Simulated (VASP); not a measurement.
NaH:

```
Na H
1.0
     3.27141    0.00000    0.00000
     0.00000    4.47669    0.00000
     0.00000    0.00000    3.12048
Na H
2 2
Direct
  0.50000 0.50000 0.70731
  0.00000 0.00000 0.29269
  0.00000 0.50000 0.21501
  0.50000 0.00000 0.78499
```

The cell was built from a structure type or drawn by symmetry, and may not be a known phase.

| Quantity | Value |
| --- | --- |
| Program | VASP 6.6.1 |
| Task | relaxation of cell and atoms |
| Functional | PBE |
| Potentials or basis | VASP PAW PBE potentials, release 64 (Na_pv, H) |
| Cutoff | 500 eV |
| k mesh | 6 × 4 × 6 |
| Occupations | gaussian, width 0.1 eV |
| Spin | no spin polarisation |

At the start: pressure 7.1 GPa; volume 11.42 Å³/atom.

Question: How do energy, volume and symmetry change on relaxing?

Answer: Over 10 steps the energy falls by 58.5 meV/atom and the volume is 13.91 Å³/atom (+21.8 %); space group Pmmn (No. 59, to 0.1 Å) before, Fm-3m (No. 225, to 0.1 Å).

The path:
| step | energy change (eV) | largest force (eV/Å) | pressure (GPa) | volume (Å³) |
| --- | --- | --- | --- | --- |
| 1 | 0.0000 | 0.2021 | 7.11 | 45.70 |
| 2 | -0.1224 | 0.1746 | 3.95 | 49.14 |
| 3 | -0.2015 | 0.1382 | 0.38 | 54.81 |
| 4 | -0.2035 | 0.1333 | -0.10 | 55.85 |
| 5 | -0.2035 | 0.1323 | -0.20 | 56.06 |
| 6 | -0.2086 | 0.1242 | -0.19 | 56.04 |
| 7 | -0.2209 | 0.0951 | -0.14 | 55.96 |
| 8 | -0.2294 | 0.0444 | -0.04 | 55.79 |
| 9 | -0.2296 | 0.0508 | -0.06 | 55.81 |
| 10 | -0.2339 | 0.0302 | 0.02 | 55.64 |

Final structure:
```
CELL_PARAMETERS angstrom
3.37714 0.00000 0.00000
0.00000 4.83282 0.00000
0.00000 0.00000 3.40925
ATOMIC_POSITIONS crystal
Na 0.50000 0.50000 0.74551
Na 0.00000 0.00000 0.25449
H 0.00000 0.50000 0.24344
H 0.50000 0.00000 0.75656
```

Caveat: the volume moved by over 15 % at a fixed basis, so the end points are rough.
